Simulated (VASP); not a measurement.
# Ti3CN3 in VASP: further runs, part 2 of 2

VASP 6.6.1.

### 4 Single point, PBE

INCAR reads:

```
SYSTEM = Ti3CN3
PREC = Accurate
ENCUT = 520
EDIFF = 1E-6
ISMEAR = 0
SIGMA = 0.1
LREAL = .FALSE.
LASPH = .TRUE.
NELM = 100
ALGO = Normal
ISIF = 2
LWAVE = .FALSE.
LCHARG = .TRUE.
LDIPOL = .TRUE.
IDIPOL = 3
DIPOL = 0.5 0.5 0.332
GGA = PE
LELF = .TRUE.
LVHAR = .TRUE.
LVACPOTAV = .TRUE.
NBANDS = 36
```

KPOINTS reads:

```
Automatic mesh
0
G
  9 9 1
  0 0 0
```

POSCAR reads:

```
Ti3CN3
1.0
    3.0028555063      0.0000000000      0.0000000000
    0.0000000000      3.0028555063      0.0000000000
    0.0000000000      0.0000000000     19.7584944394
Ti N C
3 3 1
Direct
    0.5000000000      0.5000000000      0.2024445745
    0.0000000000      0.0000000000      0.3072496205
    0.5000000000      0.5000000000      0.4076776406
    0.0000000000      0.0000000000      0.2024445745
    0.5000000000      0.5000000000      0.3055678855
    0.0000000000      0.0000000000      0.4179718482
    0.2500000000      0.2500000000      0.4835861158
```

Potentials or basis: VASP PAW PBE potentials, release 64 (Ti_sv, N, C).

The run is started by

```sh
$ cat potpaw_PBE.64/Ti_sv/POTCAR potpaw_PBE.64/N/POTCAR potpaw_PBE.64/C/POTCAR > POTCAR
$ mpirun -np 1 vasp_std > vasp.out
```

OUTCAR:

```text
SYSTEM = Ti3CN3
   PREC = Accurate
   ENCUT = 520
   EDIFF = 1E-6
   ISMEAR = 0
   LREAL = .FALSE.
   LASPH = .TRUE.
   NELM = 100
   ISIF = 2
   GGA = PE

 ion  position               nearest neighbor table
   1  0.500  0.500  0.202-   5 2.04   4 2.12   4 2.12   4 2.12   4 2.12
   2  0.000  0.000  0.307-   4 2.07   5 2.12   5 2.12   5 2.12   5 2.12   6 2.19   3 2.91   3 2.91
                             3 2.91   3 2.91
   3  0.500  0.500  0.408-   7 1.84   5 2.02   6 2.13   6 2.13   6 2.13   6 2.13   2 2.91   2 2.91
                             2 2.91   2 2.91
   4  0.000  0.000  0.202-   2 2.07   1 2.12   1 2.12   1 2.12   1 2.12
   5  0.500  0.500  0.306-   3 2.02   1 2.04   2 2.12   2 2.12   2 2.12   2 2.12
   6  0.000  0.000  0.418-   7 1.68   3 2.13   3 2.13   3 2.13   3 2.13   2 2.19
   7  0.250  0.250  0.484-   6 1.68   3 1.84

  LATTYP: Found a simple tetragonal cell.
 ALAT       =     3.0028555063
 C/A-ratio  =     6.5799018294

  Lattice vectors:

 A1 = (   3.0028555063,   0.0000000000,   0.0000000000)
 A2 = (   0.0000000000,   3.0028555063,   0.0000000000)
 A3 = (   0.0000000000,   0.0000000000,  19.7584944394)

Analysis of symmetry for initial positions (statically):
=====================================================================
 Subroutine PRICEL returns:
 Original cell was already a primitive cell.

 Routine SETGRP: Setting up the symmetry group for a
 simple tetragonal supercell.

 Subroutine GETGRP returns: Found  2 space group operations
 (whereof  2 operations were pure point group operations)
 out of a pool of 16 trial point group operations.

The static configuration has the point symmetry C_1h.

Analysis of symmetry for dynamics (positions and initial velocities):
=====================================================================
 Subroutine PRICEL returns:
 Original cell was already a primitive cell.

 Routine SETGRP: Setting up the symmetry group for a
 simple tetragonal supercell.

 Subroutine GETGRP returns: Found  2 space group operations
 (whereof  2 operations were pure point group operations)
 out of a pool of 16 trial point group operations.

The dynamic configuration has the point symmetry C_1h.

 Subroutine INISYM returns: Found  2 space group operations
 (whereof  2 operations are pure point group operations),
 and found     1 'primitive' translations

----------------------------------------------------------------------------------------

                                     Primitive cell

  volume of cell :     178.1651

  direct lattice vectors                    reciprocal lattice vectors
     3.002855506  0.000000000  0.000000000     0.333016357  0.000000000  0.000000000
     0.000000000  3.002855506  0.000000000     0.000000000  0.333016357  0.000000000
     0.000000000  0.000000000 19.758494439     0.000000000  0.000000000  0.050611144

  length of vectors
     3.002855506  3.002855506 19.758494439     0.333016357  0.333016357  0.050611144

  position of ions in fractional coordinates (direct lattice)
     0.500000000  0.500000000  0.202444574
     0.000000000  0.000000000  0.307249621
     0.500000000  0.500000000  0.407677641
     0.000000000  0.000000000  0.202444574
     0.500000000  0.500000000  0.305567885
[... 42 lines left out ...]
  0.111111  0.000000  0.000000      4.000000
  0.222222  0.000000  0.000000      4.000000
  0.333333  0.000000  0.000000      4.000000
  0.444444  0.000000  0.000000      4.000000
  0.111111  0.111111  0.000000      2.000000
[... 16 lines left out ...]
 -0.333333  0.444444  0.000000      4.000000
  0.444444  0.444444  0.000000      2.000000
   k-points           NKPTS =     25   k-points in BZ     NKDIM =     25   number of bands    NBANDS=     36
   number of dos      NEDOS =    301   number of ions     NIONS =      7
   total plane-waves  NPLWV =  86400
   dimension x,y,z NGX =    24 NGY =   24 NGZ =  150
   dimension x,y,z NGXF=    48 NGYF=   48 NGZF=  300
   ions per type =               3   3   1
   NGX,Y,Z   is equivalent  to a cutoff of  13.29, 13.29, 12.62 a.u.
   NGXF,Y,Z  is equivalent  to a cutoff of  26.57, 26.57, 25.24 a.u.
 SYSTEM =  Ti3CN3
   PREC   = accura    normal or accurate (medium, high low for compatibility)
   ISTART =      0    job   : 0-new  1-cont  2-samecut
   ICHARG =      2    charge: 1-file 2-atom 10-const
   ISPIN  =      1    spin polarized calculation?
   LNONCOLLINEAR =      F non collinear calculations
   LSORBIT =      F    spin-orbit coupling
   LASPH  =      T    aspherical Exc in radial PAW
   ENCUT  =  520.0 eV  38.22 Ry    6.18 a.u.   5.58  5.58 36.74*2*pi/ulx,y,z
   NELM   =    100;   NELMIN=  2; NELMDL= -5     # of ELM steps
   EDIFF  = 0.1E-05   stopping-criterion for ELM
   LREAL  =      F    real-space projection
   EDIFFG = 0.1E-04   stopping-criterion for IOM
   NSW    =      0    number of steps for IOM
   IBRION =     -1    ionic relax: 0-MD 1-quasi-New 2-CG
   NFREE  =      0    steps in history (QN), initial steepest desc. (CG)
   ISIF   =      2    stress and relaxation
   ISYM   =      2    0-nonsym 1-usesym 2-fastsym
   POTIM  = 0.5000    time-step for ionic-motion
   TEBEG  =    0.0;   TEEND  =   0.0 temperature during run
   PSTRESS=    0.0 pullay stress
   NELECT =      55.0000    total number of electrons
   NUPDOWN=      -1.0000    fix difference up-down
   EMIN   =  10.00;   EMAX   =-10.00  energy-range for DOS
   EFERMI =   0.00;   METHOD = LEGACY
   ISMEAR =     0;   SIGMA  =   0.10  broadening in eV -4-tet -1-fermi 0-gaus
   EFERMI_NEDOS =   21; number of points for ismear=-14 and -15
   IALGO  =     38    algorithm
   IMIX   =      4    mixing-type and parameters
     AMIX     =   0.40;   BMIX     =  1.00
     AMIX_MAG =   1.60;   BMIX_MAG =  1.00
  volume/ion in A,a.u.               =      25.45       171.76
  Fermi-wavevector in a.u.,A,eV,Ry     =   1.106424  2.090838 16.655892  1.224174
  Thomas-Fermi vector in A             =   2.242924
   LORBIT       =      0    0 simple, 1 ext, 2 COOP (PROOUT), +10 PAW based schemes
   GGA     = PE    functional components
   LHFCALC =     F    Hartree Fock is set to
   AEXX    =    0.0000 exact exchange contribution
   IVDW    =     0    specifies the selected vdW correction
   LEPSILON=     F    determine dielectric tensor
   LRPA    =     F    only Hartree local field effects (RPA)
 non-spin polarized calculation
 Gauss-broadening in eV      SIGMA  =   0.10
  energy-cutoff  :      520.00
  volume of cell :      178.17
 maximum number of plane-waves:      4826
   NGX = 11   NGY = 11   NGZ = 73

 dipolmoment           0.000000      0.000000     -0.407918 electrons x Angstroem

 number of electron      54.9999999 magnetization

 dipolmoment           0.000000      0.000000      0.226537 electrons x Angstroem

 Free energy of the ion-electron system (eV)
  ---------------------------------------------------
  ext. energy  EPLUGINS =         0.00000000
  ---------------------------------------------------
  free energy    TOTEN  =       -61.46928441 eV

  energy without entropy =      -61.44587240  energy(sigma->0) =      -61.45757841

 E-fermi :   1.0691     XC(G=0):  -5.5837

 val. band max:        1.0574507747   @ k =   0.4444   0.4444   0.0000
 cond. band min:       1.0719293845   @ k =   0.4444   0.2222   0.0000
 fundamental gap:      0.0144786098
 Fermi energy:         1.0691193244

 k-point     1 :       0.0000    0.0000    0.0000
  band No.  band energies     occupation
      1     -56.9345      2.00000
      2     -56.6312      2.00000
      3     -55.8573      2.00000
      4     -33.4020      2.00000
      5     -33.0264      2.00000
      6     -33.0093      2.00000
[... 925 lines left out ...]
     35       3.5743      0.00000
     36       3.8915      0.00000

 [... further k-points ...]
[... 5 lines left out ...]
  --------------------------------------------------------------------------------------
  -------------------------------------------------------------------------------------
  Total        0.4542946      0.4542946      2.4445946     -0.7779152     -4.5130246     -4.5130342
  in kB        4.0853141      4.0853141     21.9833928     -6.9955223    -40.5840672    -40.5841527
  external PRESSURE =      10.0513403 kB  Pullay stress =       0.0000000 kB

 VOLUME and BASIS-vectors are now :
 -----------------------------------------------------------------------------
  energy-cutoff  :      520.00
  volume of cell :      178.17
      direct lattice vectors                 reciprocal lattice vectors
     3.002855506  0.000000000  0.000000000     0.333016357  0.000000000  0.000000000
     0.000000000  3.002855506  0.000000000     0.000000000  0.333016357  0.000000000
     0.000000000  0.000000000 19.758494439     0.000000000  0.000000000  0.050611144

 POSITION                                       TOTAL-FORCE (eV/Angst)
 -----------------------------------------------------------------------------------
      1.50143      1.50143      4.00000        -0.074924     -0.074924      1.563749
      0.00000      0.00000      6.07079         0.157740      0.157740      0.501950
      1.50143      1.50143      8.05510         1.767074      1.767074      0.122736
      0.00000      0.00000      4.00000         0.010456      0.010456     -1.587895
      1.50143      1.50143      6.03756        -0.104639     -0.104639     -1.545571
      0.00000      0.00000      8.25849         1.572391      1.572391      0.892784
      0.75071      0.75071      9.55493        -3.328097     -3.328097      0.052248
 -----------------------------------------------------------------------------------
    total drift:                                0.000006      0.000006      0.000309

  FREE ENERGIE OF THE ION-ELECTRON SYSTEM (eV)
  ---------------------------------------------------
  free  energy   TOTEN  =       -61.4692844143 eV

  energy  without entropy=      -61.4458723974  energy(sigma->0) =      -61.45757841

 vacuum level on the upper side and lower side of the slab         7.805         3.259
```

Wall time 2.6 min (1 thread of Intel Xeon 6975P-C (Granite Rapids), shared host); peak memory 0.35 GiB.

What came out:

| Item | Value |
| --- | --- |
| Free energy | -61.4693 eV |
| Largest force | 4.707 eV/Å |

Forces in eV/Å, atoms in the order of the input:
```
Ti  -0.075 -0.075  1.564
Ti   0.158  0.158  0.502
Ti   1.767  1.767  0.123
N    0.010  0.010 -1.588
N   -0.105 -0.105 -1.546
N    1.572  1.572  0.893
C   -3.328 -3.328  0.052
```
